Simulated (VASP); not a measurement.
# AgCl (Cmcm) in VASP: density of states with PBE

Aim: the density of states of AgCl with PBE.

Program: VASP 6.6.1. These are calculated values, not measurements. Logs are shortened: lines on timing, memory, paths and dates and some standing lists are left out, and cuts for length are marked.

### Step 1. The cell of the first run

The structure is orthorhombic, space group Cmcm (No. 63). Conventional cell: a = 3.742 Å, b = 11.113 Å, c = 3.924 Å, α = 90.00°, β = 90.00°, γ = 90.00°. Within 3.6 Å of Ag (site symmetry m2m) lie 7 Cl at 2.73 to 3.24 Å and 2 Ag at 3.02 Å. Within 3.6 Å of Cl (site symmetry m2m) lie 7 Ag at 2.73 to 3.24 Å and 2 Cl at 3.58 Å.

### Step 2. Density of states, PBE

Contents of POSCAR:

```
AgCl
1.0
    3.7418194060      0.0000000000      0.0000000000
    0.0000000000      0.0000000000     -3.9240373500
   -1.8709097030      5.5565952358      0.0000000000
Ag Cl
2 2
Direct
    0.6034446000      0.2500000000      0.2068892000
    0.3965554000      0.7500000000      0.7931108000
    0.1345512700      0.7500000000      0.2691025400
    0.8654487300      0.2500000000      0.7308974600
```

Contents of INCAR.step1:

```
ALGO = Normal
EDIFF = 1E-6
ENCUT = 520
GGA = PE
ISIF = 2
ISMEAR = 0
LASPH = True
LCHARG = True
LMAXMIX = 4
LREAL = False
LWAVE = False
NBANDS = 26
NELM = 80
PREC = Accurate
SIGMA = 0.05
```

Contents of KPOINTS.step1:

```
k-points
0
Gamma
  8 8 8
```

Contents of INCAR.step2:

```
ALGO = Normal
EDIFF = 1E-6
ENCUT = 520
GGA = PE
ICHARG = 11
ISIF = 2
ISMEAR = -5
LASPH = True
LCHARG = False
LMAXMIX = 4
LORBIT = 11
LREAL = False
LWAVE = False
NBANDS = 26
NEDOS = 1001
NELM = 80
PREC = Accurate
SIGMA = 0.05
```

Contents of KPOINTS.step2:

```
k-points
0
Gamma
  12 12 12
```

Potentials or basis: VASP PAW PBE potentials, release 64 (Ag, Cl).

Command:

```sh
> cat potpaw_PBE.64/Ag/POTCAR potpaw_PBE.64/Cl/POTCAR > POTCAR
> cp INCAR.step1 INCAR
> cp KPOINTS.step1 KPOINTS
> mpirun -np 1 vasp_std > vasp.out
> cp INCAR.step2 INCAR
> cp KPOINTS.step2 KPOINTS
> mpirun -np 1 vasp_std > vasp.out
```

OUTCAR:

```text
EDIFF = 1E-6
   ENCUT = 520
   GGA = PE
   ICHARG = 11
   ISIF = 2
   ISMEAR = -5
   LASPH = True
   LORBIT = 11
   LREAL = False
   NELM = 80
   PREC = Accurate

 ion  position               nearest neighbor table
   1  0.603  0.250  0.207-   3 2.73   3 2.73   3 2.73   3 2.73   4 2.91   2 3.02   2 3.02
   2  0.397  0.750  0.793-   4 2.73   4 2.73   4 2.73   4 2.73   3 2.91   1 3.02   1 3.02
   3  0.135  0.750  0.269-   1 2.73   1 2.73   1 2.73   1 2.73   2 2.91
   4  0.865  0.250  0.731-   2 2.73   2 2.73   2 2.73   2 2.73   1 2.91

  LATTYP: Found a base centered orthorhombic cell.
 ALAT       =     3.7418194060
 B/A-ratio  =     2.9699964819
 C/A-ratio  =     1.0486976853

  Lattice vectors:

 A1 = (  -1.8709097030,  -5.5565952358,   0.0000000000)
 A2 = (  -1.8709097030,   5.5565952358,   0.0000000000)
 A3 = (   0.0000000000,   0.0000000000,  -3.9240373500)

Analysis of symmetry for initial positions (statically):
=====================================================================
 Subroutine PRICEL returns:
 Original cell was already a primitive cell.

 Routine SETGRP: Setting up the symmetry group for a
 base centered orthorhombic supercell.

 Subroutine GETGRP returns: Found  8 space group operations
 (whereof  4 operations were pure point group operations)
 out of a pool of  8 trial point group operations.

The static configuration has the point symmetry C_2h.
 The point group associated with its full space group is D_2h.

Analysis of symmetry for dynamics (positions and initial velocities):
=====================================================================
 Subroutine PRICEL returns:
 Original cell was already a primitive cell.

 Routine SETGRP: Setting up the symmetry group for a
 base centered orthorhombic supercell.

 Subroutine GETGRP returns: Found  8 space group operations
 (whereof  4 operations were pure point group operations)
 out of a pool of  8 trial point group operations.

The dynamic configuration has the point symmetry C_2h.
 The point group associated with its full space group is D_2h.

 Subroutine INISYM returns: Found  8 space group operations
 (whereof  4 operations are pure point group operations),
 and found     1 'primitive' translations

[... 105 lines left out ...]
   NFREE  =      0    steps in history (QN), initial steepest desc. (CG)
   ISIF   =      2    stress and relaxation
   ISYM   =      2    0-nonsym 1-usesym 2-fastsym
   POTIM  = 0.5000    time-step for ionic-motion
   TEBEG  =    0.0;   TEEND  =   0.0 temperature during run
   PSTRESS=    0.0 pullay stress
   NELECT =      36.0000    total number of electrons
   NUPDOWN=      -1.0000    fix difference up-down
   EMIN   =  10.00;   EMAX   =-10.00  energy-range for DOS
   EFERMI =   0.00;   METHOD = LEGACY
   ISMEAR =    -5;   SIGMA  =   0.05  broadening in eV -4-tet -1-fermi 0-gaus
   EFERMI_NEDOS =   21; number of points for ismear=-14 and -15
   IALGO  =     38    algorithm
   IMIX   =      4    mixing-type and parameters
     AMIX     =   0.40;   BMIX     =  1.00
     AMIX_MAG =   1.60;   BMIX_MAG =  1.00
  volume/ion in A,a.u.               =      20.40       137.65
  Fermi-wavevector in a.u.,A,eV,Ry     =   1.246333  2.355228 21.134554  1.553346
  Thomas-Fermi vector in A             =   2.380515
   LORBIT       =     11    0 simple, 1 ext, 2 COOP (PROOUT), +10 PAW based schemes
   GGA     = PE    functional components
   LHFCALC =     F    Hartree Fock is set to
   AEXX    =    0.0000 exact exchange contribution
   IVDW    =     0    specifies the selected vdW correction
   LEPSILON=     F    determine dielectric tensor
   LRPA    =     F    only Hartree local field effects (RPA)
 non-spin polarized calculation
 Fermi weights with tetrahedron method with Bloechl corrections
  energy-cutoff  :      520.00
  volume of cell :       81.59
 maximum number of plane-waves:      2227

 number of electron      35.9999999 magnetization

 Free energy of the ion-electron system (eV)
  ---------------------------------------------------
  ext. energy  EPLUGINS =         0.00000000
  ---------------------------------------------------
  free energy    TOTEN  =       -10.64730359 eV

  energy without entropy =      -10.64730359  energy(sigma->0) =      -10.64730359

 E-fermi :   4.2795     XC(G=0): -10.2525

 val. band max:        4.2635045744   @ k =   0.5000   0.0000   0.2500
 cond. band min:       4.7232938108   @ k =   0.0000   0.0000   0.0000
 fundamental gap:      0.4597892364
 Fermi energy:         4.2794601808

 k-point     1 :       0.0000    0.0000    0.0000
  band No.  band energies     occupation
      1     -10.9177      2.00000
      2     -10.3131      2.00000
      3      -0.2706      2.00000
      4       0.8016      2.00000
      5       1.0085      2.00000
      6       1.1347      2.00000
[... 685 lines left out ...]
     25      13.3177      0.00000
     26      13.5433      0.00000

 [... further k-points ...]

------------------------ aborting loop because EDIFF is reached ----------------------------------------

  FORCE on cell =-STRESS in cart. coord.  units (eV):
  Direction    XX          YY          ZZ          XY          YZ          ZX
  --------------------------------------------------------------------------------------
  -------------------------------------------------------------------------------------
  Total        0.7617463      0.8451193      0.7563224      0.0000000      0.0000000      0.0000000
  in kB       14.9587815     16.5960174     14.8522702      0.0000000      0.0000000      0.0000000
  external PRESSURE =      15.4690230 kB  Pullay stress =       0.0000000 kB

 VOLUME and BASIS-vectors are now :
 -----------------------------------------------------------------------------
  energy-cutoff  :      520.00
  volume of cell :       81.59
      direct lattice vectors                 reciprocal lattice vectors
     3.741819406  0.000000000  0.000000000     0.267249670  0.089983160  0.000000000
     0.000000000  0.000000000 -3.924037350     0.000000000  0.000000000 -0.254839572
    -1.870909703  5.556595236  0.000000000     0.000000000  0.179966321  0.000000000

 POSITION                                       TOTAL-FORCE (eV/Angst)
 -----------------------------------------------------------------------------------
      1.87091      1.14960     -0.98101         0.000000      0.014193      0.000000
     -0.00000      4.40700     -2.94303         0.000000     -0.014193     -0.000000
      0.00000      1.49529     -2.94303        -0.000000      0.002976      0.000000
      1.87091      4.06130     -0.98101         0.000000     -0.002976     -0.000000
 -----------------------------------------------------------------------------------
    total drift:                                0.000000      0.000000      0.000000

  FREE ENERGIE OF THE ION-ELECTRON SYSTEM (eV)
  ---------------------------------------------------
  free  energy   TOTEN  =       -10.6473035908 eV

  energy  without entropy=      -10.6473035908  energy(sigma->0) =      -10.64730359

 total charge

# of ion       s       p       d       tot
------------------------------------------
    1        0.214   0.151   9.339   9.703
    2        0.214   0.151   9.339   9.703
    3        1.606   3.473   0.000   5.079
    4        1.606   3.473   0.000   5.079
--------------------------------------------------
tot          3.639   7.247  18.679  29.564
```

It took 8.8 min on 1 thread of Oxide Virtual Turin-like, shared host; peak memory 0.55 GiB.

Results:

- Valence electrons inside the program's atomic spheres: Ag 9.70; Cl 5.08
